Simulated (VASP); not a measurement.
Wanted: the native input for a VASP 6.6.1 run.

| Item | Value |
| --- | --- |
| Task | single point |
| Functional | PBEsol |
| Potentials or basis | VASP PAW PBE potentials, release 64 (Yb) |
| Cutoff | 520 eV |
| k mesh | 6 × 6 × 3 |
| Occupations | fermi-dirac, width 0.05 eV |
| Spin | collinear spin, ferromagnetic start |
| Starting moments | [1.0, 1.0] μB |
| Dipole correction | no |
| Further INCAR settings | ALGO = Normal; EDIFF = 1e-06; NBANDS = 35 |

The structure of Yb lies in POSCAR:

```
Yb
1.0
    3.5607796387      0.0000000000      0.0000000000
   -1.7803898194      3.0837256244      0.0000000000
    0.0000000000      0.0000000000      5.7920776699
Yb
2
Direct
    0.6666666667      0.3333333333      0.7500000000
    0.3333333333      0.6666666667      0.2500000000
```

This isn't the form of Yb at room conditions, which is fcc.

These files were run (other wordings do the same):

INCAR

```
PREC = Accurate
ENCUT = 520
EDIFF = 1E-6
ISMEAR = -1
SIGMA = 0.05
LREAL = False
LASPH = True
NELM = 150
ALGO = Normal
ISIF = 2
LWAVE = False
LCHARG = False
ISPIN = 2
MAGMOM = 1 1
LORBIT = 11
LMAXMIX = 6
GGA = PS
NBANDS = 35
```

KPOINTS

```
regular mesh
0
Gamma
  6 6 3
```

Potentials or basis: VASP PAW PBE potentials, release 64 (Yb).

Command:

```console
$ cat potpaw_PBE.64/Yb/POTCAR > POTCAR
$ mpirun -np 1 vasp_std > vasp.out
```

Results of the run:

| Property | Result |
| --- | --- |
| Pressure | 0.1 GPa |
| Band gap on the k mesh | zero (filled and empty bands overlap) |
| Net moment | 0.00 μB per cell |
| Valence electrons inside the program's atomic spheres | Yb 22.14 |

Caveat: the k points lie up to 0.36 Å⁻¹ apart; the PAW data sets were made with another functional, which shifts forces and pressure a little; spin-orbit coupling is left out, which moves the levels of the heavy elements.

Wall time 9.2 min on 1 thread of Intel(R) Xeon(R) 6975P-C (Granite Rapids), on a shared host, peak memory 0.25 GiB.
